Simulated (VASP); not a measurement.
A run of VASP 6.6.1 is set up as follows.

The input INCAR:

```
SYSTEM = H3C2N
ALGO = Normal
EDIFF = 1E-6
ENCUT = 1000
GGA = PE
GGA_COMPAT = .FALSE.
ISIF = 2
ISMEAR = -1
IVDW = 12
LASPH = .TRUE.
LCHARG = .FALSE.
LREAL = Auto
LWAVE = .FALSE.
NBANDS = 72
NELM = 120
PREC = Accurate
SIGMA = 0.02
```

KPOINTS

```
k-points
0
G
  1 1 1
  0 0 0
```

The input POSCAR:

```
H3C2N
1.0
    8.3116590000      0.0000000000      0.0000000000
    0.0000000000      8.3116590000      0.0000000000
    0.0000000000      0.0000000000      8.3116590000
C N H
12 6 18
Direct
    0.5166958847      0.3633811252      0.1367236072
    0.5579511864      0.5006220780      0.2279929915
    0.0937357993      0.5453784858      0.2930822836
   -0.0043072027      0.4136598963      0.2432125765
    0.9526377345      0.1886747279      0.6502191680
    0.8554008291      0.3253742725      0.6956854221
    0.7788938406      0.9312220340      0.1696893484
    0.6539969939      0.9170972967      0.0485101711
    0.4192544473      0.6556813748      0.6799003665
    0.2713176756      0.7442196558      0.6499544796
    0.4952320590      0.0698055587      0.6515185476
    0.4045281453      0.1618088519      0.5327215662
    0.5883422311      0.6118995017      0.3052338889
   -0.0858673341      0.3095892168      0.1994547659
    0.7727819440      0.4246204037      0.7535198448
    0.5677566897      0.9064014777     -0.0635613179
    0.1574775866      0.8229043083      0.6383563137
    0.3487510736      0.2331664473      0.4262205656
    0.5237702846      0.3950715495      0.0072428380
    0.5975341385      0.2615001409      0.1691840341
    0.3865894883      0.3311131989      0.1456869200
    0.1808303252      0.5189818302      0.3873715223
    0.1571407104      0.5915305236      0.1837418980
    0.0260116542      0.6429522674      0.3433610546
    0.9052224111      0.0634891301      0.6680495434
    0.9667384093      0.1971688203      0.5218813717
    1.0759344193      0.1723362328      0.6864092957
    0.7770410215      0.8334076266      0.2562544974
    0.8961869105      0.9309573456      0.1014358265
    0.7790261848      1.0492851066      0.2343214513
    0.4784243434      0.7007866901      0.7919598241
    0.3862526121      0.5278248302      0.6930265065
    0.5071069446      0.6721883080      0.5777065686
    0.6137643520      0.1306117106      0.6661485992
    0.4344138757      0.0817285695      0.7743339807
    0.5149272847     -0.0574012962      0.6154848268
```

Potentials or basis: VASP PAW PBE potentials, release 64 (C_h, N_h, H_h).

Launch:

```sh
$ cat potpaw_PBE.64/C_h/POTCAR potpaw_PBE.64/N_h/POTCAR potpaw_PBE.64/H_h/POTCAR > POTCAR
$ mpirun -np 1 vasp_gam > vasp.out
```

Q: What does it give for the pressure?

A: -0.5 GPa.

Q: Estimate the dispersion energy per atom.

A: -0.041 eV.

Q: Estimate the largest force.

A: 2.160 eV/Å.

Stress tensor (GPa, compression positive):
```
-0.69  0.36  0.18
 0.36 -0.04 -0.09
 0.18 -0.09 -0.63
```

Caveat: the k points lie up to 0.76 Å⁻¹ apart.
